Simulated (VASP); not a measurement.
Crystal: HgTe.

```
Hg Te
1.0
     0.00000    3.28916    3.28916
     3.28916    0.00000    3.28916
     3.28916    3.28916    0.00000
Hg Te
1 1
Cartesian
  0.0000 0.0000 0.0000
  1.6446 1.6446 1.6446
```

Base run:

| Property | Result |
| --- | --- |
| Program | VASP 6.6.1 |
| Functional | PBEsol |
| Potentials or basis | VASP PAW PBE potentials, release 64 (Hg, Te) |
| Cutoff | 500 eV |
| k mesh | 4 × 4 × 4, shifted |
| Occupations | fermi-dirac, width 0.02 eV |
| Spin | no spin polarisation |

Its results: band gap on the k mesh 0.72 eV; pressure -1.1 GPa.

Problem. The run is repeated on the same cell with these changes: k mesh from 4 × 4 × 4, shifted to 4 × 4 × 4, through Γ. What comes out?

Solution. Band gap on the k mesh zero (filled and empty bands touch); pressure -0.7 GPa.

Caveats: some runs use coarse meshes; the PAW data sets were made with another functional, which shifts forces and pressure a little; spin-orbit coupling is left out, which moves the levels of the heavy elements; a shifted mesh leaves out Γ, where band edges can lie (at least some runs); semilocal functionals underestimate gaps, and a narrow one can read as zero (at least some runs).

A k mesh can miss the band edges.
